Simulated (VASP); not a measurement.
# GaP (F-43m) in VASP: a series of runs

The runs below take GaP through single point, relaxation of cell and atoms, with revPBE.

Everything below comes from runs of VASP 6.6.1. Logs are shortened: lines on timing, memory, paths and dates and some standing lists are left out, and cuts for length are marked.

**Experimental background.**

From “Stacking defects in GaP nanowires: Electronic structure and optical properties”, 2018, arxiv:1810.01194, for a bulk crystal of GaP at 10 K: band gap 2.34 eV (indirect).

The runs below are set against these values where they give the same quantity.

### 1 The cell of the first run

It takes space group F-43m (No. 216, cubic). Conventional cell: a = 5.541 Å, b = 5.541 Å, c = 5.541 Å, α = 90.00°, β = 90.00°, γ = 90.00°. Ga (site symmetry -43m) has 4 P at 2.40 Å within 3.2 Å. Within 3.2 Å of P (site symmetry -43m) lie 4 Ga at 2.40 Å.

### 2 Single point, revPBE

Contents of INCAR:

```
SYSTEM = GaP
PREC = Accurate
ENCUT = 520
EDIFF = 1E-7
ISMEAR = 0
SIGMA = 0.01
LREAL = .FALSE.
LASPH = .TRUE.
NELM = 100
ALGO = Normal
ISIF = 2
LWAVE = .FALSE.
LCHARG = .FALSE.
GGA = RE
NBANDS = 16
```

Contents of KPOINTS:

```
regular mesh
0
G
  7 7 7
  0 0 0
```

Contents of POSCAR:

```
GaP
1.0
    0.0000000000      2.7706735110      2.7706735110
    2.7706735110      0.0000000000      2.7706735110
    2.7706735110      2.7706735110      0.0000000000
Ga P
1 1
Direct
    0.0000000000      0.0000000000      0.0000000000
    0.2500000000      0.2500000000      0.2500000000
```

Potentials or basis: VASP PAW PBE potentials, release 64 (Ga_d, P).

On the command line:

```
cat potpaw_PBE.64/Ga_d/POTCAR potpaw_PBE.64/P/POTCAR > POTCAR
mpirun -np 1 vasp_std > vasp.out
```

OUTCAR:

```text
SYSTEM = GaP
   PREC = Accurate
   ENCUT = 520
   EDIFF = 1E-7
   ISMEAR = 0
   LREAL = .FALSE.
   LASPH = .TRUE.
   NELM = 100
   ISIF = 2
   GGA = RE

 ion  position               nearest neighbor table
   1  0.000  0.000  0.000-   2 2.40   2 2.40   2 2.40   2 2.40
   2  0.250  0.250  0.250-   1 2.40   1 2.40   1 2.40   1 2.40

  LATTYP: Found a face centered cubic cell.
 ALAT       =     5.5413470220

  Lattice vectors:

 A1 = (   0.0000000000,   2.7706735110,   2.7706735110)
 A2 = (   2.7706735110,   0.0000000000,   2.7706735110)
 A3 = (   2.7706735110,   2.7706735110,   0.0000000000)

Analysis of symmetry for initial positions (statically):
=====================================================================
 Subroutine PRICEL returns:
 Original cell was already a primitive cell.

 Routine SETGRP: Setting up the symmetry group for a
 face centered cubic supercell.

 Subroutine GETGRP returns: Found 24 space group operations
 (whereof 24 operations were pure point group operations)
 out of a pool of 48 trial point group operations.

The static configuration has the point symmetry T_d .

Analysis of symmetry for dynamics (positions and initial velocities):
=====================================================================
 Subroutine PRICEL returns:
 Original cell was already a primitive cell.

 Routine SETGRP: Setting up the symmetry group for a
 face centered cubic supercell.

 Subroutine GETGRP returns: Found 24 space group operations
 (whereof 24 operations were pure point group operations)
 out of a pool of 48 trial point group operations.

The dynamic configuration has the point symmetry T_d .

 Subroutine INISYM returns: Found 24 space group operations
 (whereof 24 operations are pure point group operations),
 and found     1 'primitive' translations

----------------------------------------------------------------------------------------

                                     Primitive cell

  volume of cell :      42.5389

  direct lattice vectors                    reciprocal lattice vectors
     0.000000000  2.770673511  2.770673511    -0.180461537  0.180461537  0.180461537
     2.770673511  0.000000000  2.770673511     0.180461537 -0.180461537  0.180461537
     2.770673511  2.770673511  0.000000000     0.180461537  0.180461537 -0.180461537

  length of vectors
     3.918324056  3.918324056  3.918324056     0.312568551  0.312568551  0.312568551

  position of ions in fractional coordinates (direct lattice)
     0.000000000  0.000000000  0.000000000
     0.250000000  0.250000000  0.250000000

  ion indices of the primitive-cell ions
   primitive index   ion index
                 1           1
                 2           2

----------------------------------------------------------------------------------------

 KPOINTS: regular mesh

Automatic generation of k-mesh.
 Grid dimensions read from file:
 generate k-points for:    7    7    7

 Generating k-lattice:

  Cartesian coordinates                     Fractional coordinates (reciprocal lattice)
    -0.025780220  0.025780220  0.025780220     0.142857143  0.000000000  0.000000000
     0.025780220 -0.025780220  0.025780220     0.000000000  0.142857143  0.000000000
     0.025780220  0.025780220 -0.025780220     0.000000000  0.000000000  0.142857143

  Length of vectors
     0.044652650  0.044652650  0.044652650

  Shift w.r.t. Gamma in fractional coordinates (k-lattice)
     0.000000000  0.000000000  0.000000000

 Subroutine IBZKPT returns following result:
 ===========================================

 Found     20 irreducible k-points:

 Following reciprocal coordinates:
            Coordinates               Weight
  0.000000  0.000000  0.000000      1.000000
  0.142857  0.000000  0.000000      8.000000
  0.285714  0.000000  0.000000      8.000000
  0.428571  0.000000  0.000000      8.000000
  0.142857  0.142857  0.000000      6.000000
  0.285714  0.142857  0.000000     24.000000
[... 12 lines left out ...]
 -0.428571  0.428571  0.142857     24.000000
 -0.285714  0.428571  0.142857     24.000000
   k-points           NKPTS =     20   k-points in BZ     NKDIM =     20   number of bands    NBANDS=     16
   number of dos      NEDOS =    301   number of ions     NIONS =      2
   total plane-waves  NPLWV =  27000
   dimension x,y,z NGX =    30 NGY =   30 NGZ =   30
   dimension x,y,z NGXF=    60 NGYF=   60 NGZF=   60
   ions per type =               1   1
   NGX,Y,Z   is equivalent  to a cutoff of  12.73, 12.73, 12.73 a.u.
   NGXF,Y,Z  is equivalent  to a cutoff of  25.46, 25.46, 25.46 a.u.
 SYSTEM =  GaP
   PREC   = accura    normal or accurate (medium, high low for compatibility)
   ISTART =      0    job   : 0-new  1-cont  2-samecut
   ICHARG =      2    charge: 1-file 2-atom 10-const
   ISPIN  =      1    spin polarized calculation?
   LNONCOLLINEAR =      F non collinear calculations
   LSORBIT =      F    spin-orbit coupling
   LASPH  =      T    aspherical Exc in radial PAW
   ENCUT  =  520.0 eV  38.22 Ry    6.18 a.u.   7.29  7.29  7.29*2*pi/ulx,y,z
   NELM   =    100;   NELMIN=  2; NELMDL= -5     # of ELM steps
   EDIFF  = 0.1E-06   stopping-criterion for ELM
   LREAL  =      F    real-space projection
   EDIFFG = 0.1E-05   stopping-criterion for IOM
   NSW    =      0    number of steps for IOM
   IBRION =     -1    ionic relax: 0-MD 1-quasi-New 2-CG
   NFREE  =      0    steps in history (QN), initial steepest desc. (CG)
   ISIF   =      2    stress and relaxation
   ISYM   =      2    0-nonsym 1-usesym 2-fastsym
   POTIM  = 0.5000    time-step for ionic-motion
   TEBEG  =    0.0;   TEEND  =   0.0 temperature during run
   PSTRESS=    0.0 pullay stress
   NELECT =      18.0000    total number of electrons
   NUPDOWN=      -1.0000    fix difference up-down
   EMIN   =  10.00;   EMAX   =-10.00  energy-range for DOS
   EFERMI =   0.00;   METHOD = LEGACY
   ISMEAR =     0;   SIGMA  =   0.01  broadening in eV -4-tet -1-fermi 0-gaus
   EFERMI_NEDOS =   21; number of points for ismear=-14 and -15
   IALGO  =     38    algorithm
   IMIX   =      4    mixing-type and parameters
     AMIX     =   0.40;   BMIX     =  1.00
     AMIX_MAG =   1.60;   BMIX_MAG =  1.00
  volume/ion in A,a.u.               =      21.27       143.53
  Fermi-wavevector in a.u.,A,eV,Ry     =   1.229052  2.322572 20.552542  1.510569
  Thomas-Fermi vector in A             =   2.363954
   LORBIT       =      0    0 simple, 1 ext, 2 COOP (PROOUT), +10 PAW based schemes
   GGA     = RE    functional components
   LHFCALC =     F    Hartree Fock is set to
   AEXX    =    0.0000 exact exchange contribution
   IVDW    =     0    specifies the selected vdW correction
   LEPSILON=     F    determine dielectric tensor
   LRPA    =     F    only Hartree local field effects (RPA)
 non-spin polarized calculation
 Gauss-broadening in eV      SIGMA  =   0.01
  energy-cutoff  :      520.00
  volume of cell :       42.54
 maximum number of plane-waves:      1155
 NGX is ok and might be reduce to    30
   NGX = 15   NGY = 15   NGZ = 15

 number of electron      18.0000011 magnetization

 Free energy of the ion-electron system (eV)
  ---------------------------------------------------
  ext. energy  EPLUGINS =         0.00000000
  ---------------------------------------------------
  free energy    TOTEN  =        -8.55000894 eV

  energy without entropy =       -8.55000894  energy(sigma->0) =       -8.55000894

 E-fermi :   4.3274     XC(G=0):  -9.4777

 val. band max:        4.2302444327   @ k =   0.0000   0.0000   0.0000
 cond. band min:       5.7476206458   @ k =   0.0000   0.0000   0.0000
 fundamental gap:      1.5173762131
 Fermi energy:         4.3273520617

 k-point     1 :       0.0000    0.0000    0.0000
  band No.  band energies     occupation
      1     -10.2426      2.00000
      2     -10.2426      2.00000
      3     -10.2426      2.00000
      4     -10.1573      2.00000
      5     -10.1573      2.00000
      6      -7.8772      2.00000
[... 8 lines left out ...]
     15      13.9171      0.00000
     16      13.9171      0.00000

 k-point     2 :       0.1429    0.0000    0.0000
  band No.  band energies     occupation
      1     -10.2562      2.00000
      2     -10.2375      2.00000
      3     -10.2375      2.00000
      4     -10.1573      2.00000
      5     -10.1573      2.00000
      6      -7.6314      2.00000
[... 8 lines left out ...]
     15      13.2564      0.00000
     16      14.0324      0.00000

 k-point     3 :       0.2857    0.0000    0.0000
  band No.  band energies     occupation
      1     -10.2846      2.00000
      2     -10.2279      2.00000
      3     -10.2279      2.00000
      4     -10.1555      2.00000
      5     -10.1555      2.00000
      6      -6.9522      2.00000
[... 8 lines left out ...]
     15      13.3668      0.00000
     16      14.0230      0.00000

 k-point     4 :       0.4286    0.0000    0.0000
  band No.  band energies     occupation
      1     -10.3056      2.00000
      2     -10.2222      2.00000
      3     -10.2222      2.00000
      4     -10.1518      2.00000
      5     -10.1518      2.00000
      6      -6.1411      2.00000
[... 8 lines left out ...]
     15      15.0480      0.00000
     16      15.0480      0.00000
[... 248 lines left out ...]
 k-point    18 :      -0.4286    0.2857    0.1429
  band No.  band energies     occupation
      1     -10.3159      2.00000
      2     -10.2150      2.00000
      3     -10.2037      2.00000
      4     -10.1644      2.00000
      5     -10.1502      2.00000
      6      -5.6462      2.00000
[... 8 lines left out ...]
     15      15.4707      0.00000
     16      17.2245      0.00000

 k-point    19 :      -0.4286    0.4286    0.1429
  band No.  band energies     occupation
      1     -10.3287      2.00000
      2     -10.2031      2.00000
      3     -10.1933      2.00000
      4     -10.1753      2.00000
      5     -10.1448      2.00000
      6      -5.3299      2.00000
[... 8 lines left out ...]
     15      16.2284      0.00000
     16      17.3697      0.00000

 k-point    20 :      -0.2857    0.4286    0.1429
  band No.  band energies     occupation
      1     -10.3238      2.00000
      2     -10.2099      2.00000
      3     -10.1939      2.00000
      4     -10.1692      2.00000
      5     -10.1497      2.00000
      6      -5.1698      2.00000
[... 8 lines left out ...]
     15      15.5129      0.00000
     16      17.9092      0.00000

------------------------ aborting loop because EDIFF is reached ----------------------------------------

  FORCE on cell =-STRESS in cart. coord.  units (eV):
  Direction    XX          YY          ZZ          XY          YZ          ZX
  --------------------------------------------------------------------------------------
  -------------------------------------------------------------------------------------
  Total       -0.0139596     -0.0139596     -0.0139596      0.0000000      0.0000000      0.0000000
  in kB       -0.5257704     -0.5257704     -0.5257704      0.0000000      0.0000000      0.0000000
  external PRESSURE =      -0.5257704 kB  Pullay stress =       0.0000000 kB

 VOLUME and BASIS-vectors are now :
 -----------------------------------------------------------------------------
  energy-cutoff  :      520.00
  volume of cell :       42.54
      direct lattice vectors                 reciprocal lattice vectors
     0.000000000  2.770673511  2.770673511    -0.180461537  0.180461537  0.180461537
     2.770673511  0.000000000  2.770673511     0.180461537 -0.180461537  0.180461537
     2.770673511  2.770673511  0.000000000     0.180461537  0.180461537 -0.180461537

 POSITION                                       TOTAL-FORCE (eV/Angst)
 -----------------------------------------------------------------------------------
      0.00000      0.00000      0.00000        -0.000000     -0.000000     -0.000000
      1.38534      1.38534      1.38534         0.000000      0.000000      0.000000
 -----------------------------------------------------------------------------------
    total drift:                                0.000002      0.000002      0.000002

  FREE ENERGIE OF THE ION-ELECTRON SYSTEM (eV)
  ---------------------------------------------------
  free  energy   TOTEN  =        -8.5500089428 eV

  energy  without entropy=       -8.5500089428  energy(sigma->0) =       -8.55000894
```

Wall time 15 s (1 thread of Intel Xeon 6975P-C, shared host); peak memory 0.17 GiB.

What came out:

* Free energy: -8.5500 eV
* Pressure: -0.1 GPa
* Band gap on the k mesh: 1.52 eV, direct

Caveat: the PAW data sets were made with another functional, which shifts forces and pressure a little.

### 3 Relaxation of cell and atoms, revPBE

This run uses another cell than the first one, of 20.24 Å³/atom, 0.952 times its volume.

Contents of INCAR:

```
SYSTEM = GaP
ALGO     = Normal         ! electronic algorithm
EDIFF    = 1E-6           ! SCF threshold, eV
EDIFFG   = -0.01          ! ionic threshold
ENCUT    = 600            ! plane-wave cutoff, eV
GGA      = RE             ! functional
IBRION   = 2              ! ionic algorithm
ISIF     = 3              ! what is computed and relaxed
ISMEAR   = 0              ! smearing method
LASPH    = .True.         ! aspherical terms in the spheres
LCHARG   = .False.        ! write CHGCAR
LREAL    = .False.        ! projectors in reciprocal space
LWAVE    = .False.        ! write WAVECAR
NELM     = 100            ! most SCF steps
NSW      = 80             ! ionic steps
PREC     = Accurate       ! precision mode
SIGMA    = 0.01           ! smearing width, eV
```

Contents of KPOINTS:

```
k-points
0
Gamma
  7 7 7
  0 0 0
```

Contents of POSCAR:

```
GaP
1.0
    0.0000000000      2.7252500000      2.7252500000
    2.7252500000      0.0000000000      2.7252500000
    2.7252500000      2.7252500000      0.0000000000
Ga P
1 1
Direct
    0.0000000000      0.0000000000      0.0000000000
    0.2500000000      0.2500000000      0.2500000000
```

Potentials or basis: VASP PAW PBE potentials, release 64 (Ga_d, P).

On the command line:

```
cat potpaw_PBE.64/Ga_d/POTCAR potpaw_PBE.64/P/POTCAR > POTCAR
mpirun -np 1 vasp_std > vasp.out
```

OUTCAR:

```text
SYSTEM = GaP
   EDIFF = 1E-6
   EDIFFG = -0.01
   ENCUT = 600
   GGA = RE
   IBRION = 2
   ISIF = 3
   ISMEAR = 0
   LASPH = .True.
   LREAL = .False.
   NELM = 100
   NSW = 80
   PREC = Accurate

 ion  position               nearest neighbor table
   1  0.000  0.000  0.000-   2 2.36   2 2.36   2 2.36   2 2.36
   2  0.250  0.250  0.250-   1 2.36   1 2.36   1 2.36   1 2.36

  LATTYP: Found a face centered cubic cell.
 ALAT       =     5.4505000000

  Lattice vectors:

 A1 = (   0.0000000000,   2.7252500000,   2.7252500000)
 A2 = (   2.7252500000,   0.0000000000,   2.7252500000)
 A3 = (   2.7252500000,   2.7252500000,   0.0000000000)

Analysis of symmetry for initial positions (statically):
=====================================================================
 Subroutine PRICEL returns:
 Original cell was already a primitive cell.

 Routine SETGRP: Setting up the symmetry group for a
 face centered cubic supercell.

 Subroutine GETGRP returns: Found 24 space group operations
 (whereof 24 operations were pure point group operations)
 out of a pool of 48 trial point group operations.

The static configuration has the point symmetry T_d .

Analysis of symmetry for dynamics (positions and initial velocities):
=====================================================================
[... 150 lines left out ...]
  ext. energy  EPLUGINS =         0.00000000
  ---------------------------------------------------
  free energy    TOTEN  =        -8.52579600 eV

  energy without entropy =       -8.52579600  energy(sigma->0) =       -8.52579600

------------------------ aborting loop because EDIFF is reached ----------------------------------------

  FORCE on cell =-STRESS in cart. coord.  units (eV):
  Direction    XX          YY          ZZ          XY          YZ          ZX
  --------------------------------------------------------------------------------------
  -------------------------------------------------------------------------------------
  Total        0.9822656      0.9822656      0.9822656      0.0000000      0.0000000      0.0000000
  in kB       38.8767979     38.8767979     38.8767979      0.0000000      0.0000000      0.0000000
  external PRESSURE =      38.8767979 kB  Pullay stress =       0.0000000 kB
[... 59 lines left out ...]
--------------------------------------- Ionic step        3  -------------------------------------------

 number of electron      17.9999991 magnetization

 Free energy of the ion-electron system (eV)
  ---------------------------------------------------
  ext. energy  EPLUGINS =         0.00000000
  ---------------------------------------------------
  free energy    TOTEN  =        -8.54953267 eV

  energy without entropy =       -8.54953267  energy(sigma->0) =       -8.54953267

 E-fermi :   4.2792     XC(G=0):  -9.4801

 val. band max:        4.2361473958   @ k =   0.0000   0.0000   0.0000
 cond. band min:       5.7590067819   @ k =   0.0000   0.0000   0.0000
 fundamental gap:      1.5228593860
 Fermi energy:         4.2791620244

 k-point     1 :       0.0000    0.0000    0.0000
  band No.  band energies     occupation
      1     -10.2370      2.00000
      2     -10.2370      2.00000
      3     -10.2370      2.00000
      4     -10.1516      2.00000
      5     -10.1516      2.00000
      6      -7.8756      2.00000
      7       4.2361      2.00000
      8       4.2361      2.00000
      9       4.2361      2.00000
     10       5.7590      0.00000
     11       8.1549      0.00000
     12       8.1549      0.00000
     13       8.1549      0.00000
[... 331 lines left out ...]
  FREE ENERGIE OF THE ION-ELECTRON SYSTEM (eV)
  ---------------------------------------------------
  free  energy   TOTEN  =        -8.5495326655 eV

  energy  without entropy=       -8.5495326655  energy(sigma->0) =       -8.54953267

 reached required accuracy - stopping structural energy minimisation
```

CONTCAR:

```text
GaP
   1.00000000000000
    -0.0000000000000000    2.7700917490281611    2.7700917490281611
     2.7700917490281611   -0.0000000000000000    2.7700917490281611
     2.7700917490281611    2.7700917490281611    0.0000000000000000
  Ga              P
     1     1
Direct
     0.0000000000000000    0.0000000000000000    0.0000000000000000
     0.2500000000000000    0.2500000000000000    0.2500000000000000

  0.00000000E+00  0.00000000E+00  0.00000000E+00
  0.00000000E+00  0.00000000E+00  0.00000000E+00
```

It took 22 s on 1 thread of Intel Xeon 6975P-C, shared host; peak memory 0.19 GiB.

What came out:

```
Free energy                            : -8.5495 eV
Relaxed volume                         : 21.26 Å³/atom
Relaxed cell                           : a = 3.918 Å, b = 3.918 Å, c = 3.918 Å, α = 60.00°, β = 60.00°, γ = 60.00°
Space group after relaxing (to 0.05 Å) : F-43m (No. 216)
Energy gained by relaxing              : 11.9 meV/atom
Ionic steps                            : 3
Pressure after relaxing                : 0.0 GPa
Band gap on the k mesh                 : 1.52 eV, direct
```

Step by step:
```
step  energy change (eV)  largest force (eV/Å)  pressure (GPa)  volume (Å³)
   1              0.0000                0.0000            3.89        40.48
   2             -0.0194                0.0000           -1.42        43.43
   3             -0.0237                0.0000           -0.02        42.51
```

Final structure:
```
Ga P
1.0
     0.00000    2.77009    2.77009
     2.77009    0.00000    2.77009
     2.77009    2.77009    0.00000
Ga P
1 1
Direct
  0.00000 0.00000 0.00000
  0.25000 0.25000 0.25000
```

Levels at points of the mesh, in eV from the valence-band top:
| k point | band 7 | band 8 | band 9 | band 10 | band 11 | band 12 |
| --- | --- | --- | --- | --- | --- | --- |
| (0.00, 0.00, 0.00) | 0.00 | 0.00 | 0.00 | 1.52 | 3.92 | 3.92 |

Caveat: the PAW data sets were made with another functional, which shifts forces and pressure a little. revPBE gives volumes clearly too large for solids.

### 4 Comparison with measurements

Step 2. Measured gap of GaP: 2.34 eV (indirect; 10 K; quoted in “Stacking defects in GaP nanowires: Electronic structure and optical properties”, 2018, arxiv:1810.01194). This calculation gives 1.52 eV (-0.82 eV). Spin-orbit coupling on Ga is left out. The value is that of revPBE on a finite k mesh, which can miss the band edges, without temperature or zero-point motion. Semilocal functionals fall short of measured gaps as a rule.
